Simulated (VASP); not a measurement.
# Mg3ZrN2 (P4mm) in VASP: single point with PBE

Aim: the single point of Mg3ZrN2 with PBE.

All numbers are computed with VASP 6.6.1; they aren't measurements. Logs are shortened: lines on timing, memory, paths and dates and some standing lists are left out, and cuts for length are marked.

### 1 The cell of the first run

Symmetry: P4mm, No. 99, tetragonal system. The conventional cell has a = 3.735 Å, b = 3.735 Å, c = 8.205 Å, α = 90.00°, β = 90.00°, γ = 90.00°. Mg (site symmetry 4mm) has 4 N at 2.43 Å and 1 Zr at 2.58 Å within 3.2 Å. Mg (site symmetry 2mm) has 6 Mg at 2.64 to 3.29 Å and 2 Zr at 3.46 Å within 3.5 Å. Within 2.8 Å of Zr (site symmetry 4mm) lie 4 N at 2.13 Å and 1 Mg at 2.58 Å. N (site symmetry 2mm) has 2 Zr at 2.13 Å and 2 Mg at 2.43 Å and 4 N at 2.64 Å within 2.8 Å.

### 2 Single point, PBE

INCAR reads:

```
SYSTEM = Mg3ZrN2
PREC = Accurate
ENCUT = 600
EDIFF = 1E-6
ISMEAR = 0
SIGMA = 0.2
LREAL = .FALSE.
LASPH = .TRUE.
NELM = 120
ALGO = Normal
ISIF = 2
LWAVE = .FALSE.
LCHARG = .TRUE.
GGA = PE
LELF = .TRUE.
LVHAR = .TRUE.
NBANDS = 23
GGA_COMPAT = .FALSE.
```

KPOINTS reads:

```
Automatic mesh
0
G
  5 5 2
  0 0 0
```

POSCAR reads:

```
Mg3ZrN2
1.0
    3.7350757730      0.0000000000      0.0000000000
    0.0000000000      3.7350757730      0.0000000000
    0.0000000000      0.0000000000      8.2052145156
Mg Zr N
3 1 2
Direct
    0.0000000000      0.0000000000      0.4661484160
    0.5000000000      0.0000000000      0.7955275244
    0.0000000000      0.5000000000      0.7955275244
    0.0000000000      0.0000000000      0.1511493433
    0.5000000000      0.0000000000      0.2757201209
    0.0000000000      0.5000000000      0.2757201209
```

Potentials or basis: VASP PAW PBE potentials, release 64 (Mg, Zr_sv, N).

Command:

```sh
cat potpaw_PBE.64/Mg/POTCAR potpaw_PBE.64/Zr_sv/POTCAR potpaw_PBE.64/N/POTCAR > POTCAR
mpirun -np 1 vasp_std > vasp.out
```

OUTCAR:

```text
SYSTEM = Mg3ZrN2
   PREC = Accurate
   ENCUT = 600
   EDIFF = 1E-6
   ISMEAR = 0
   LREAL = .FALSE.
   LASPH = .TRUE.
   NELM = 120
   ISIF = 2
   GGA = PE

 ion  position               nearest neighbor table
   1  0.000  0.000  0.466-   5 2.43   6 2.43   6 2.43   5 2.43   4 2.58   3 3.29   3 3.29   2 3.29
                             2 3.29
   2  0.500  0.000  0.796-   3 2.64   3 2.64   3 2.64   3 2.64   1 3.29   1 3.29   4 3.46   4 3.46

   3  0.000  0.500  0.796-   2 2.64   2 2.64   2 2.64   2 2.64   1 3.29   1 3.29   4 3.46   4 3.46

   4  0.000  0.000  0.151-   5 2.13   6 2.13   6 2.13   5 2.13   1 2.58   3 3.46   2 3.46   2 3.46
                             3 3.46
   5  0.500  0.000  0.276-   4 2.13   4 2.13   1 2.43   1 2.43
   6  0.000  0.500  0.276-   4 2.13   4 2.13   1 2.43   1 2.43

  LATTYP: Found a simple tetragonal cell.
 ALAT       =     3.7350757730
 C/A-ratio  =     2.1968000154

  Lattice vectors:

 A1 = (   3.7350757730,   0.0000000000,   0.0000000000)
 A2 = (   0.0000000000,   3.7350757730,   0.0000000000)
 A3 = (   0.0000000000,   0.0000000000,   8.2052145156)

Analysis of symmetry for initial positions (statically):
=====================================================================
 Subroutine PRICEL returns:
 Original cell was already a primitive cell.

 Routine SETGRP: Setting up the symmetry group for a
 simple tetragonal supercell.

 Subroutine GETGRP returns: Found  8 space group operations
 (whereof  8 operations were pure point group operations)
 out of a pool of 16 trial point group operations.

The static configuration has the point symmetry C_4v.

Analysis of symmetry for dynamics (positions and initial velocities):
=====================================================================
 Subroutine PRICEL returns:
 Original cell was already a primitive cell.

 Routine SETGRP: Setting up the symmetry group for a
 simple tetragonal supercell.

 Subroutine GETGRP returns: Found  8 space group operations
 (whereof  8 operations were pure point group operations)
 out of a pool of 16 trial point group operations.

The dynamic configuration has the point symmetry C_4v.

 Subroutine INISYM returns: Found  8 space group operations
 (whereof  8 operations are pure point group operations),
 and found     1 'primitive' translations

----------------------------------------------------------------------------------------

                                     Primitive cell

  volume of cell :     114.4692

  direct lattice vectors                    reciprocal lattice vectors
     3.735075773  0.000000000  0.000000000     0.267732186  0.000000000  0.000000000
     0.000000000  3.735075773  0.000000000     0.000000000  0.267732186  0.000000000
     0.000000000  0.000000000  8.205214516     0.000000000  0.000000000  0.121873718

  length of vectors
     3.735075773  3.735075773  8.205214516     0.267732186  0.267732186  0.121873718

  position of ions in fractional coordinates (direct lattice)
     0.000000000  0.000000000  0.466148416
     0.500000000  0.000000000  0.795527524
     0.000000000  0.500000000  0.795527524
     0.000000000  0.000000000  0.151149343
     0.500000000  0.000000000  0.275720121
     0.000000000  0.500000000  0.275720121

  ion indices of the primitive-cell ions
   primitive index   ion index
                 1           1
                 2           2
                 3           3
                 4           4
                 5           5
                 6           6

----------------------------------------------------------------------------------------

 KPOINTS: Automatic mesh

Automatic generation of k-mesh.
 Grid dimensions read from file:
 generate k-points for:    5    5    2

 Generating k-lattice:

  Cartesian coordinates                     Fractional coordinates (reciprocal lattice)
     0.053546437  0.000000000  0.000000000     0.200000000  0.000000000  0.000000000
     0.000000000  0.053546437  0.000000000     0.000000000  0.200000000  0.000000000
     0.000000000  0.000000000  0.060936859     0.000000000  0.000000000  0.500000000

  Length of vectors
     0.053546437  0.053546437  0.060936859

  Shift w.r.t. Gamma in fractional coordinates (k-lattice)
     0.000000000  0.000000000  0.000000000

 Subroutine IBZKPT returns following result:
 ===========================================

 Found     12 irreducible k-points:

 Following reciprocal coordinates:
            Coordinates               Weight
  0.000000  0.000000  0.000000      1.000000
  0.200000  0.000000  0.000000      4.000000
  0.400000  0.000000  0.000000      4.000000
  0.200000  0.200000  0.000000      4.000000
  0.400000  0.200000  0.000000      8.000000
  0.400000  0.400000  0.000000      4.000000
  0.000000  0.000000  0.500000      1.000000
  0.200000  0.000000  0.500000      4.000000
  0.400000  0.000000  0.500000      4.000000
  0.200000  0.200000  0.500000      4.000000
  0.400000  0.200000  0.500000      8.000000
  0.400000  0.400000  0.500000      4.000000
   k-points           NKPTS =     12   k-points in BZ     NKDIM =     12   number of bands    NBANDS=     23
   number of dos      NEDOS =    301   number of ions     NIONS =      6
   total plane-waves  NPLWV =  63000
   dimension x,y,z NGX =    30 NGY =   30 NGZ =   70
   dimension x,y,z NGXF=    60 NGYF=   60 NGZF=  140
   ions per type =               3   1   2
   NGX,Y,Z   is equivalent  to a cutoff of  13.35, 13.35, 14.18 a.u.
   NGXF,Y,Z  is equivalent  to a cutoff of  26.71, 26.71, 28.37 a.u.
 SYSTEM =  Mg3ZrN2
   PREC   = accura    normal or accurate (medium, high low for compatibility)
   ISTART =      0    job   : 0-new  1-cont  2-samecut
   ICHARG =      2    charge: 1-file 2-atom 10-const
   ISPIN  =      1    spin polarized calculation?
   LNONCOLLINEAR =      F non collinear calculations
   LSORBIT =      F    spin-orbit coupling
   LASPH  =      T    aspherical Exc in radial PAW
   ENCUT  =  600.0 eV  44.10 Ry    6.64 a.u.   7.46  7.46 16.39*2*pi/ulx,y,z
   NELM   =    120;   NELMIN=  2; NELMDL= -5     # of ELM steps
   EDIFF  = 0.1E-05   stopping-criterion for ELM
   LREAL  =      F    real-space projection
   EDIFFG = 0.1E-04   stopping-criterion for IOM
   NSW    =      0    number of steps for IOM
   IBRION =     -1    ionic relax: 0-MD 1-quasi-New 2-CG
   NFREE  =      0    steps in history (QN), initial steepest desc. (CG)
   ISIF   =      2    stress and relaxation
   ISYM   =      2    0-nonsym 1-usesym 2-fastsym
   POTIM  = 0.5000    time-step for ionic-motion
   TEBEG  =    0.0;   TEEND  =   0.0 temperature during run
   PSTRESS=    0.0 pullay stress
   NELECT =      28.0000    total number of electrons
   NUPDOWN=      -1.0000    fix difference up-down
   EMIN   =  10.00;   EMAX   =-10.00  energy-range for DOS
   EFERMI =   0.00;   METHOD = LEGACY
   ISMEAR =     0;   SIGMA  =   0.20  broadening in eV -4-tet -1-fermi 0-gaus
   EFERMI_NEDOS =   21; number of points for ismear=-14 and -15
   IALGO  =     38    algorithm
   IMIX   =      4    mixing-type and parameters
     AMIX     =   0.40;   BMIX     =  1.00
     AMIX_MAG =   1.60;   BMIX_MAG =  1.00
  volume/ion in A,a.u.               =      19.08       128.75
  Fermi-wavevector in a.u.,A,eV,Ry     =   1.023838  1.934773 14.262229  1.048244
  Thomas-Fermi vector in A             =   2.157593
   LORBIT       =      0    0 simple, 1 ext, 2 COOP (PROOUT), +10 PAW based schemes
   GGA     = PE    functional components
   LHFCALC =     F    Hartree Fock is set to
   AEXX    =    0.0000 exact exchange contribution
   IVDW    =     0    specifies the selected vdW correction
   LEPSILON=     F    determine dielectric tensor
   LRPA    =     F    only Hartree local field effects (RPA)
 non-spin polarized calculation
 Gauss-broadening in eV      SIGMA  =   0.20
  energy-cutoff  :      600.00
  volume of cell :      114.47
 maximum number of plane-waves:      3873
 NGX is ok and might be reduce to    30
   NGX = 15   NGY = 15   NGZ = 33

 number of electron      28.0000002 magnetization

 Free energy of the ion-electron system (eV)
  ---------------------------------------------------
  ext. energy  EPLUGINS =         0.00000000
  ---------------------------------------------------
  free energy    TOTEN  =       -28.30392884 eV

  energy without entropy =      -28.26335572  energy(sigma->0) =      -28.28364228

 E-fermi :   3.5380     XC(G=0):  -9.0642

 val. band max:        3.3358811590   @ k =   0.2000   0.0000   0.5000
 cond. band min:       3.6107447570   @ k =   0.2000   0.2000   0.0000
 fundamental gap:      0.2748635980
 Fermi energy:         3.5379827880

 k-point     1 :       0.0000    0.0000    0.0000
  band No.  band energies     occupation
      1     -45.1160      2.00000
      2     -23.4488      2.00000
      3     -23.1222      2.00000
      4     -23.1222      2.00000
      5     -10.3822      2.00000
      6      -8.7699      2.00000
[... 15 lines left out ...]
     22       8.8630      0.00000
     23       8.8630      0.00000

 k-point     2 :       0.2000    0.0000    0.0000
  band No.  band energies     occupation
      1     -45.1128      2.00000
      2     -23.4402      2.00000
      3     -23.2013      2.00000
      4     -23.1179      2.00000
      5     -10.1692      2.00000
      6      -8.8361      2.00000
[... 15 lines left out ...]
     22       9.0396      0.00000
     23       9.4371      0.00000

 k-point     3 :       0.4000    0.0000    0.0000
  band No.  band energies     occupation
      1     -45.1076      2.00000
      2     -23.4223      2.00000
      3     -23.3297      2.00000
      4     -23.1110      2.00000
      5      -9.7029      2.00000
      6      -9.0963      2.00000
[... 15 lines left out ...]
     22       9.2939      0.00000
     23       9.5880      0.00000
[... 183 lines left out ...]
 k-point    11 :       0.4000    0.2000    0.5000
  band No.  band energies     occupation
      1     -45.1044      2.00000
      2     -23.4142      2.00000
      3     -23.3242      2.00000
      4     -23.1888      2.00000
      5      -9.5238      2.00000
      6      -9.0519      2.00000
[... 15 lines left out ...]
     22       8.2703      0.00000
     23       8.6753      0.00000

 k-point    12 :       0.4000    0.4000    0.5000
  band No.  band energies     occupation
      1     -45.0993      2.00000
      2     -23.3973      2.00000
      3     -23.3172      2.00000
      4     -23.3130      2.00000
      5      -9.2010      2.00000
      6      -9.0267      2.00000
[... 15 lines left out ...]
     22       7.5619      0.00000
     23       8.2772      0.00000

------------------------ aborting loop because EDIFF is reached ----------------------------------------

  FORCE on cell =-STRESS in cart. coord.  units (eV):
  Direction    XX          YY          ZZ          XY          YZ          ZX
  --------------------------------------------------------------------------------------
  -------------------------------------------------------------------------------------
  Total        0.2426212      0.2426212      0.3820996      0.0000000      0.0000000      0.0000000
  in kB        3.3958660      3.3958660      5.3480864      0.0000000      0.0000000      0.0000000
  external PRESSURE =       4.0466061 kB  Pullay stress =       0.0000000 kB

 VOLUME and BASIS-vectors are now :
 -----------------------------------------------------------------------------
  energy-cutoff  :      600.00
  volume of cell :      114.47
      direct lattice vectors                 reciprocal lattice vectors
     3.735075773  0.000000000  0.000000000     0.267732186  0.000000000  0.000000000
     0.000000000  3.735075773  0.000000000     0.000000000  0.267732186  0.000000000
     0.000000000  0.000000000  8.205214516     0.000000000  0.000000000  0.121873718

 POSITION                                       TOTAL-FORCE (eV/Angst)
 -----------------------------------------------------------------------------------
      0.00000      0.00000      3.82485        -0.000000     -0.000000     -0.021862
      1.86754      0.00000      6.52747        -0.000000     -0.000000     -0.000028
      0.00000      1.86754      6.52747         0.000000      0.000000     -0.000028
      0.00000      0.00000      1.24021        -0.000000     -0.000000     -0.062092
      1.86754      0.00000      2.26234        -0.000000     -0.000000      0.042005
      0.00000      1.86754      2.26234        -0.000000      0.000000      0.042005
 -----------------------------------------------------------------------------------
    total drift:                                0.000000      0.000000      0.000501

  FREE ENERGIE OF THE ION-ELECTRON SYSTEM (eV)
  ---------------------------------------------------
  free  energy   TOTEN  =       -28.3039288428 eV

  energy  without entropy=      -28.2633557213  energy(sigma->0) =      -28.28364228
```

Wall time 31 s (1 thread of Intel Xeon 6975P-C (Granite Rapids), shared host); peak memory 0.25 GiB.

What came out:

| Property | Result |
| --- | --- |
| Free energy | -28.3039 eV |
| Pressure | 0.4 GPa |
| Largest force | 0.062 eV/Å |
| Band gap on the k mesh | zero (band 14 reaches 3.70 eV, above the bottom of band 15 at 2.81 eV) |

Forces in eV/Å, atoms in the order of the input:
```
Mg   0.000  0.000 -0.022
Mg   0.000  0.000  0.000
Mg   0.000  0.000  0.000
Zr   0.000  0.000 -0.062
N    0.000  0.000  0.042
N    0.000  0.000  0.042
```

Levels at points of the mesh, in eV from the Fermi level:
| k point | band 11 | band 12 | band 13 | band 14 | band 15 | band 16 | band 17 | band 18 |
| --- | --- | --- | --- | --- | --- | --- | --- | --- |
| (0.00, 0.00, 0.00) | -2.29 | -2.07 | 0.16 | 0.16 | 1.33 | 2.76 | 2.92 | 3.01 |
| (0.00, 0.00, 0.50) | -2.62 | -2.29 | 0.16 | 0.16 | 1.66 | 2.92 | 3.09 | 3.09 |

Caveat: the k points lie up to 0.38 Å⁻¹ apart.
